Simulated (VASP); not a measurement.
Runs of VASP 6.6.1 on AlNi. The structure is that of space group Pm-3m (No. 221), or close to it. The cells are those of the table. 

```csv
cell,further INCAR settings,gap on the mesh (eV),pressure (GPa)
"a = 3.033, b = 3.033, c = 3.132 Å, 2 atoms",ALGO = Fast; EDIFF = 1e-07; NBANDS = 14,none,-18.7
"a = 2.985, b = 2.985, c = 3.132 Å, 2 atoms",ALGO = Fast; EDIFF = 1e-06; NBANDS = 14,none,-16.5
"a = 3.033, b = 3.033, c = 3.055 Å, 2 atoms",ALGO = Fast; EDIFF = 1e-07; NBANDS = 14,none,(a)
"a = 3.033, b = 3.033, c = 2.978 Å, 2 atoms",ALGO = Fast; EDIFF = 1e-07; NBANDS = 14,none,-15.0
```

Alike in all rows: task single point; level PBE; potentials or basis VASP PAW PBE potentials, release 64 (Al, Ni); no spin polarisation; k mesh 16 × 16 × 16; cutoff (eV) 520; smearing gaussian 0.15 eV.

Task: Fill in the values left out.

Result: (a) -17.0.

A gap of «none» marks levels without a gap at the run's occupations.
